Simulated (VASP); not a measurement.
# Zn4HO4 (a cell with a defect) in VASP: a series of runs

Zn4HO4 (a cell with a defect) is run at these levels: PBEsol; tasks: single point.

All numbers are computed with VASP 6.6.1; they aren't measurements. Logs are shortened: lines on timing, memory, paths and dates and some standing lists are left out, and cuts for length are marked.

### Step 1. The cell of the first run

The cell holds a defect, 9 atoms: a = 5.515 Å, b = 5.515 Å, c = 3.243 Å, α = 90.00°, β = 90.00°, γ = 90.00°.

### Step 2. Single point, PBEsol

Contents of INCAR:

```
SYSTEM = Zn4HO4
PREC = Accurate ; ENCUT = 1000
EDIFF = 1E-6 ; ISMEAR = 0
SIGMA = 0.05 ; LREAL = .FALSE.
LASPH = .TRUE. ; NELM = 120
ALGO = Normal ; ISIF = 2
LWAVE = .FALSE. ; LCHARG = .FALSE.
GGA = PS ; NBANDS = 46
GGA_COMPAT = .FALSE.
```

Contents of KPOINTS:

```
Automatic mesh
0
G
  4 4 8
  0 0 0
```

Contents of POSCAR:

```
Zn4HO4
1.0
    5.5148137916      0.0000000000      0.0000000000
    0.0000000000      5.5148137916      0.0000000000
    0.0000000000      0.0000000000      3.2430062931
Zn O H
4 4 1
Direct
    0.1820657240      0.1820657240      0.5000000000
    0.8179342760      0.8179342760      0.5000000000
    0.6820657240      0.3179342760      0.0000000000
    0.3179342760      0.6820657240      0.0000000000
    0.8180023132      0.1819976868      0.5000000000
    0.1819976868      0.8180023132      0.5000000000
    0.6819976868      0.6819976868      0.0000000000
    0.3180023132      0.3180023132      0.0000000000
    1.0000405349      0.0819976868      0.0000000000
```

Potentials or basis: VASP PAW PBE potentials, release 64 (Zn, O_h, H_h).

Run with:

```
> cat potpaw_PBE.64/Zn/POTCAR potpaw_PBE.64/O_h/POTCAR potpaw_PBE.64/H_h/POTCAR > POTCAR
> mpirun -np 1 vasp_std > vasp.out
```

OUTCAR:

```text
SYSTEM = Zn4HO4
   PREC = Accurate
   ENCUT = 1000
   EDIFF = 1E-6
   ISMEAR = 0
   LREAL = .FALSE.
   LASPH = .TRUE.
   NELM = 120
   ISIF = 2
   GGA = PS

 ion  position               nearest neighbor table
   1  0.182  0.182  0.500-   8 1.94   8 1.94   5 2.01   6 2.01   2 2.84
   2  0.818  0.818  0.500-   7 1.94   7 1.94   5 2.01   6 2.01   1 2.84
   3  0.682  0.318  0.000-   5 1.94   5 1.94   8 2.01   7 2.01   4 2.84
   4  0.318  0.682  0.000-   6 1.94   6 1.94   8 2.01   7 2.01   3 2.84
   5  0.818  0.182  0.500-   3 1.94   3 1.94   1 2.01   2 2.01
   6  0.182  0.818  0.500-   4 1.94   4 1.94   1 2.01   2 2.01
   7  0.682  0.682  0.000-   2 1.94   2 1.94   4 2.01   3 2.01
   8  0.318  0.318  0.000-   1 1.94   1 1.94   4 2.01   3 2.01
   9  0.000  0.082  0.000-

  LATTYP: Found a simple tetragonal cell.
 ALAT       =     5.5148137916
 C/A-ratio  =     0.5880536344

  Lattice vectors:

 A1 = (   5.5148137916,   0.0000000000,   0.0000000000)
 A2 = (   0.0000000000,   5.5148137916,   0.0000000000)
 A3 = (   0.0000000000,   0.0000000000,   3.2430062931)

Analysis of symmetry for initial positions (statically):
=====================================================================
 Subroutine PRICEL returns:
 Original cell was already a primitive cell.

 Routine SETGRP: Setting up the symmetry group for a
 simple tetragonal supercell.

 Subroutine GETGRP returns: Found  2 space group operations
 (whereof  2 operations were pure point group operations)
 out of a pool of 16 trial point group operations.

The static configuration has the point symmetry C_1h.

Analysis of symmetry for dynamics (positions and initial velocities):
=====================================================================
 Subroutine PRICEL returns:
 Original cell was already a primitive cell.

 Routine SETGRP: Setting up the symmetry group for a
 simple tetragonal supercell.

 Subroutine GETGRP returns: Found  2 space group operations
 (whereof  2 operations were pure point group operations)
 out of a pool of 16 trial point group operations.

The dynamic configuration has the point symmetry C_1h.

 Subroutine INISYM returns: Found  2 space group operations
 (whereof  2 operations are pure point group operations),
 and found     1 'primitive' translations

----------------------------------------------------------------------------------------

                                     Primitive cell

  volume of cell :      98.6301

  direct lattice vectors                    reciprocal lattice vectors
     5.514813792  0.000000000  0.000000000     0.181329785  0.000000000  0.000000000
     0.000000000  5.514813792  0.000000000     0.000000000  0.181329785  0.000000000
     0.000000000  0.000000000  3.243006293     0.000000000  0.000000000  0.308355862

  length of vectors
     5.514813792  5.514813792  3.243006293     0.181329785  0.181329785  0.308355862

  position of ions in fractional coordinates (direct lattice)
     0.182065724  0.182065724  0.500000000
     0.817934276  0.817934276  0.500000000
     0.682065724  0.317934276  0.000000000
     0.317934276  0.682065724  0.000000000
     0.818002313  0.181997687  0.500000000
     0.181997687  0.818002313  0.500000000
     0.681997687  0.681997687  0.000000000
     0.318002313  0.318002313  0.000000000
     0.000040535  0.081997687  0.000000000

  ion indices of the primitive-cell ions
   primitive index   ion index
                 1           1
                 2           2
                 3           3
                 4           4
                 5           5
                 6           6
                 7           7
                 8           8
                 9           9

----------------------------------------------------------------------------------------

 KPOINTS: Automatic mesh

Automatic generation of k-mesh.
 Grid dimensions read from file:
 generate k-points for:    4    4    8

 Generating k-lattice:

  Cartesian coordinates                     Fractional coordinates (reciprocal lattice)
     0.045332446  0.000000000  0.000000000     0.250000000  0.000000000  0.000000000
     0.000000000  0.045332446  0.000000000     0.000000000  0.250000000  0.000000000
     0.000000000  0.000000000  0.038544483     0.000000000  0.000000000  0.125000000

  Length of vectors
     0.045332446  0.045332446  0.038544483

  Shift w.r.t. Gamma in fractional coordinates (k-lattice)
     0.000000000  0.000000000  0.000000000

 Subroutine IBZKPT returns following result:
 ===========================================

 Found     50 irreducible k-points:

 Following reciprocal coordinates:
            Coordinates               Weight
  0.000000  0.000000  0.000000      1.000000
  0.250000  0.000000  0.000000      2.000000
  0.000000  0.250000  0.000000      2.000000
  0.500000  0.000000  0.000000      1.000000
  0.000000  0.500000  0.000000      1.000000
  0.250000  0.250000  0.000000      2.000000
[... 16 lines left out ...]
  0.000000  0.250000  0.250000      4.000000
  0.500000  0.000000  0.250000      2.000000
 [... further k-points ...]
   k-points           NKPTS =     50   k-points in BZ     NKDIM =     50   number of bands    NBANDS=     46
   number of dos      NEDOS =    301   number of ions     NIONS =      9
   total plane-waves  NPLWV = 129600
   dimension x,y,z NGX =    60 NGY =   60 NGZ =   36
   dimension x,y,z NGXF=   120 NGYF=  120 NGZF=   72
   ions per type =               4   4   1
   NGX,Y,Z   is equivalent  to a cutoff of  18.09, 18.09, 18.45 a.u.
   NGXF,Y,Z  is equivalent  to a cutoff of  36.17, 36.17, 36.91 a.u.
 SYSTEM =  Zn4HO4
   PREC   = accura    normal or accurate (medium, high low for compatibility)
   ISTART =      0    job   : 0-new  1-cont  2-samecut
   ICHARG =      2    charge: 1-file 2-atom 10-const
   ISPIN  =      1    spin polarized calculation?
   LNONCOLLINEAR =      F non collinear calculations
   LSORBIT =      F    spin-orbit coupling
   LASPH  =      T    aspherical Exc in radial PAW
   ENCUT  = 1000.0 eV  73.50 Ry    8.57 a.u.  14.22 14.22  8.36*2*pi/ulx,y,z
   NELM   =    120;   NELMIN=  2; NELMDL= -5     # of ELM steps
   EDIFF  = 0.1E-05   stopping-criterion for ELM
   LREAL  =      F    real-space projection
   EDIFFG = 0.1E-04   stopping-criterion for IOM
   NSW    =      0    number of steps for IOM
   IBRION =     -1    ionic relax: 0-MD 1-quasi-New 2-CG
   NFREE  =      0    steps in history (QN), initial steepest desc. (CG)
   ISIF   =      2    stress and relaxation
   ISYM   =      2    0-nonsym 1-usesym 2-fastsym
   POTIM  = 0.5000    time-step for ionic-motion
   TEBEG  =    0.0;   TEEND  =   0.0 temperature during run
   PSTRESS=    0.0 pullay stress
   NELECT =      73.0000    total number of electrons
   NUPDOWN=      -1.0000    fix difference up-down
   EMIN   =  10.00;   EMAX   =-10.00  energy-range for DOS
   EFERMI =   0.00;   METHOD = LEGACY
   ISMEAR =     0;   SIGMA  =   0.05  broadening in eV -4-tet -1-fermi 0-gaus
   EFERMI_NEDOS =   21; number of points for ismear=-14 and -15
   IALGO  =     38    algorithm
   IMIX   =      4    mixing-type and parameters
     AMIX     =   0.40;   BMIX     =  1.00
     AMIX_MAG =   1.60;   BMIX_MAG =  1.00
  volume/ion in A,a.u.               =      10.96        73.95
  Fermi-wavevector in a.u.,A,eV,Ry     =   1.480855  2.798411 29.836656  2.192932
  Thomas-Fermi vector in A             =   2.594838
   LORBIT       =      0    0 simple, 1 ext, 2 COOP (PROOUT), +10 PAW based schemes
   GGA     = PS    functional components
   LHFCALC =     F    Hartree Fock is set to
   AEXX    =    0.0000 exact exchange contribution
   IVDW    =     0    specifies the selected vdW correction
   LEPSILON=     F    determine dielectric tensor
   LRPA    =     F    only Hartree local field effects (RPA)
 non-spin polarized calculation
 Gauss-broadening in eV      SIGMA  =   0.05
  energy-cutoff  :     1000.00
  volume of cell :       98.63
 maximum number of plane-waves:      7121
 NGX is ok and might be reduce to    60
   NGX = 29   NGY = 29   NGZ = 17

 number of electron      73.0000003 magnetization

 Free energy of the ion-electron system (eV)
  ---------------------------------------------------
  ext. energy  EPLUGINS =         0.00000000
  ---------------------------------------------------
  free energy    TOTEN  =       -39.37410395 eV

  energy without entropy =      -39.37356418  energy(sigma->0) =      -39.37383406

 E-fermi :   2.6963     XC(G=0): -11.1371

 val. band max:        2.5971153003   @ k =   0.0000   0.2500   0.2500
 cond. band min:       2.6973115456   @ k =   0.5000   0.5000   0.3750
 fundamental gap:      0.1001962453
 Fermi energy:         2.6962601979

 k-point     1 :       0.0000    0.0000    0.0000
  band No.  band energies     occupation
      1     -16.8915      2.00000
      2     -16.1735      2.00000
      3     -16.0134      2.00000
      4     -15.8439      2.00000
      5      -5.8221      2.00000
      6      -4.9614      2.00000
[... 38 lines left out ...]
     45      11.4165      0.00000
     46      12.8940      0.00000

 k-point     2 :       0.2500    0.0000    0.0000
  band No.  band energies     occupation
      1     -16.8061      2.00000
      2     -16.2901      2.00000
      3     -15.9857      2.00000
      4     -15.8468      2.00000
      5      -5.7742      2.00000
      6      -5.0452      2.00000
[... 38 lines left out ...]
     45      11.8104      0.00000
     46      12.3897      0.00000

 k-point     3 :       0.0000    0.2500    0.0000
  band No.  band energies     occupation
      1     -16.8155      2.00000
      2     -16.2465      2.00000
      3     -16.0484      2.00000
      4     -15.8177      2.00000
      5      -5.7606      2.00000
      6      -5.0362      2.00000
[... 1018 lines left out ...]
     45      10.9924      0.00000
     46      11.1202      0.00000

 k-point    24 :       0.5000    0.0000    0.2500
  band No.  band energies     occupation
      1     -16.4572      2.00000
      2     -16.3094      2.00000
      3     -15.8506      2.00000
      4     -15.8067      2.00000
      5      -5.7329      2.00000
      6      -4.9700      2.00000
[... 38 lines left out ...]
     45      10.7096      0.00000
     46      10.7798      0.00000

 [... further k-points ...]

------------------------ aborting loop because EDIFF is reached ----------------------------------------

  FORCE on cell =-STRESS in cart. coord.  units (eV):
  Direction    XX          YY          ZZ          XY          YZ          ZX
  --------------------------------------------------------------------------------------
  -------------------------------------------------------------------------------------
  Total        2.6135315      2.3641783      3.7589481     -0.0671144      0.0000000      0.0000000
  in kB       42.4549985     38.4044292     61.0614916     -1.0902263      0.0000000      0.0000000
  external PRESSURE =      47.3069731 kB  Pullay stress =       0.0000000 kB

 VOLUME and BASIS-vectors are now :
 -----------------------------------------------------------------------------
  energy-cutoff  :     1000.00
  volume of cell :       98.63
      direct lattice vectors                 reciprocal lattice vectors
     5.514813792  0.000000000  0.000000000     0.181329785  0.000000000  0.000000000
     0.000000000  5.514813792  0.000000000     0.000000000  0.181329785  0.000000000
     0.000000000  0.000000000  3.243006293     0.000000000  0.000000000  0.308355862

 POSITION                                       TOTAL-FORCE (eV/Angst)
 -----------------------------------------------------------------------------------
      1.00406      1.00406      1.62150         0.122030     -0.114177      0.000000
      4.51076      4.51076      1.62150         0.072733     -0.127590      0.000000
      3.76147      1.75335      0.00000        -0.063108      0.164934      0.000000
      1.75335      3.76147      0.00000        -0.051519      0.156717      0.000000
      4.51113      1.00368      1.62150        -0.473771      0.166791      0.000000
      1.00368      4.51113      1.62150         0.249662     -0.411011      0.000000
      3.76109      3.76109      0.00000        -0.078659     -0.148997      0.000000
      1.75372      1.75372      0.00000         0.408090      0.228639      0.000000
      0.00022      0.45220      0.00000        -0.185457      0.084694      0.000000
 -----------------------------------------------------------------------------------
    total drift:                               -0.000051      0.000176     -0.000000

  FREE ENERGIE OF THE ION-ELECTRON SYSTEM (eV)
  ---------------------------------------------------
  free  energy   TOTEN  =       -39.3741039476 eV

  energy  without entropy=      -39.3735641823  energy(sigma->0) =      -39.37383406
```

Wall time 6.6 min (1 thread of AMD EPYC 9R45 (Zen 5), shared host); peak memory 0.64 GiB.

What came out:

```yaml
Free_energy: -39.3741 eV
Pressure: 4.7 GPa
Largest_force: 0.502 eV/Å
Band_gap_on_the_k_mesh: zero (an odd number of electrons rules out a gap without spin polarisation)
```

Forces on the atoms (eV/Å):
```
Zn   0.122 -0.114  0.000
Zn   0.073 -0.128  0.000
Zn  -0.063  0.165  0.000
Zn  -0.052  0.157  0.000
O   -0.474  0.167  0.000
O    0.250 -0.411  0.000
O   -0.079 -0.149  0.000
O    0.408  0.229  0.000
H   -0.185  0.085  0.000
```

Levels at points of the mesh, in eV from the Fermi level:
| k point | band 32 | band 33 | band 34 | band 35 | band 36 | band 37 | band 38 | band 39 | band 40 | band 41 |
| --- | --- | --- | --- | --- | --- | --- | --- | --- | --- | --- |
| (0.00, 0.00, 0.00) | -2.27 | -2.06 | -1.86 | -1.55 | -1.52 | -1.36 | 1.82 | 3.69 | 3.89 | 5.86 |
| (0.50, 0.00, 0.00) | -3.00 | -1.89 | -1.87 | -1.83 | -1.77 | -0.68 | 1.70 | 3.19 | 4.48 | 5.79 |
| (0.00, 0.50, 0.00) | -2.86 | -2.03 | -1.99 | -1.75 | -1.66 | -0.77 | 1.74 | 3.32 | 4.45 | 5.69 |
| (0.50, 0.50, 0.00) | -2.61 | -2.21 | -2.18 | -2.16 | -2.15 | -0.73 | 2.82 | 3.11 | 3.21 | 6.07 |
| (0.00, 0.00, 0.50) | -3.28 | -3.19 | -3.19 | -2.73 | -2.71 | 0.49 | 4.32 | 4.56 | 6.49 | 6.64 |
| (0.50, 0.00, 0.50) | -3.30 | -3.00 | -2.96 | -2.44 | -2.43 | 0.36 | 4.36 | 4.43 | 5.29 | 5.64 |
| (0.00, 0.50, 0.50) | -3.33 | -2.95 | -2.94 | -2.45 | -2.44 | 0.54 | 4.38 | 4.39 | 5.30 | 5.60 |
| (0.50, 0.50, 0.50) | -2.89 | -2.81 | -2.81 | -2.65 | -2.64 | -0.15 | 3.93 | 4.00 | 4.35 | 6.25 |

Caveat: the PAW data sets were made with another functional, which shifts forces and pressure a little; an odd number of electrons without spin polarisation forces a metal; a magnetic or distorted state may lie lower.

(Continued in part 2 of 3.)

The gap in the log of VASP goes by the Fermi energy; the results here count the filled bands.